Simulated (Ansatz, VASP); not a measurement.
**One calculation of FeO, two programs**

Contents of INCAR:

```
PREC = Accurate ; ENCUT = 520
EDIFF = 1E-6 ; ISMEAR = 0
SIGMA = 0.05 ; LREAL = F
LASPH = T ; NELM = 150
ALGO = Normal ; ISIF = 2
LWAVE = F ; LCHARG = T
ISPIN = 2 ; MAGMOM = 3.82 0.21
LORBIT = 11 ; LMAXMIX = 4
LDAU = T ; LDAUTYPE = 2
LDAUL = 2 -1 ; LDAUU = 5 0
LDAUJ = 0 0 ; LDAUPRINT = 1
GGA = PS ; LELF = T
LVHAR = T ; NBANDS = 18
```

The input KPOINTS:

```
regular mesh
0
Gamma
  8 8 8
```

The input POSCAR:

```
FeO
1.0
    0.0000000000      2.1554001600      2.1554001600
    2.1554001600      0.0000000000      2.1554001600
    2.1554001600      2.1554001600      0.0000000000
Fe O
1 1
Direct
    0.0000000000      0.0000000000      0.0000000000
    0.5000000000      0.5000000000      0.5000000000
```

Input for Ansatz:

```yaml
crystal:
  lattice:
    - [0.0, 2.15540016, 2.15540016]
    - [2.15540016, 0.0, 2.15540016]
    - [2.15540016, 2.15540016, 0.0]
  atoms:
    - { symbol: Fe, position: [0.0, 0.0, 0.0], spin: 4.0 }
    - { symbol: O, position: [0.5, 0.5, 0.5] }
basis:
  ecutwfc: 420
  ecutrho_ratio: 4
kpoints:
  mp_grid: { grid: [8, 8, 8] }
hamiltonian:
  xc: pbesol
  hubbard:
    sites:
      - { site: 0, l: d, u_eff: 5.0, starting_ns: [{ spin: up, occupation_matrix: s0up }, { spin: down, occupation_matrix: s0down }] }
    occupation_matrices:
      s0up:
        matrix:
          - [0.97, 0.0, 0.0, 0.0, 0.0]
          - [0.0, 0.97, 0.0, 0.0, 0.0]
          - [0.0, 0.0, 0.97, 0.0, 0.0]
          - [0.0, 0.0, 0.0, 0.97, 0.0]
          - [0.0, 0.0, 0.0, 0.0, 0.97]
      s0down:
        matrix:
          - [0.02, 0.0, 0.0, 0.0, 0.0]
          - [0.0, 0.02, 0.0, 0.0, 0.0]
          - [0.0, 0.0, 0.02, 0.0, 0.0]
          - [0.0, 0.0, 0.0, 0.02, 0.0]
          - [0.0, 0.0, 0.0, 0.0, 0.97]
    ns_hold: { iters: 10 }
scf:
  occupations: { method: gaussian, width: 0.05 }
  lower_state_search: "off"
  max_iter: 150
output:
  forces: true
  stress: true
  eigenvalues: true
  populations: true
  hubbard: { sites: [{ site: 0, l: d }] }
  write_density: true
  write_potential: true
  elf: true
  volumetric_format: npy
magnetization:
  spin_polarized: true
```

Alike in both runs: task single point; functional PBEsol; k mesh 8 × 8 × 8; occupations gaussian, width 0.05 eV; collinear spin; Hubbard terms Fe d U = 5.0 eV.

```csv
,VASP,Ansatz
version,VASP 6.6.1,Ansatz 0.2.0
potentials or method,"VASP PAW PBE potentials, release 64 (Fe, O), cutoff 520 eV","scalar-relativistic, plane waves, PAW"
valence electrons in the cell,14,22
```

|  | VASP | Ansatz | Ansatz less VASP |
| --- | --- | --- | --- |
| pressure (GPa) | -8.8 | 7.8 | +16.61 |
| traceless stress, the component that is largest in VASP (GPa) | 0.00 | 4.47 | +4.474 |
| net moment per atom (μB) | 2.00 | 2.00 | -0.002 |
| size of the moment on the site where the two differ most (μB) | 3.86 | 3.47 | -0.384 |

VASP's potentials were made for PBE, not for PBEsol. Site moments also hang on the region over which each program counts them. The programs project onto different local orbitals, so the same U acts differently, and such runs can settle in different states. VASP's potentials hold 14 valence electrons a cell and Ansatz's 22, so a difference there can come from the potentials and not from the codes. Ansatz's warnings: symmetry narrowed by occupation matrices.
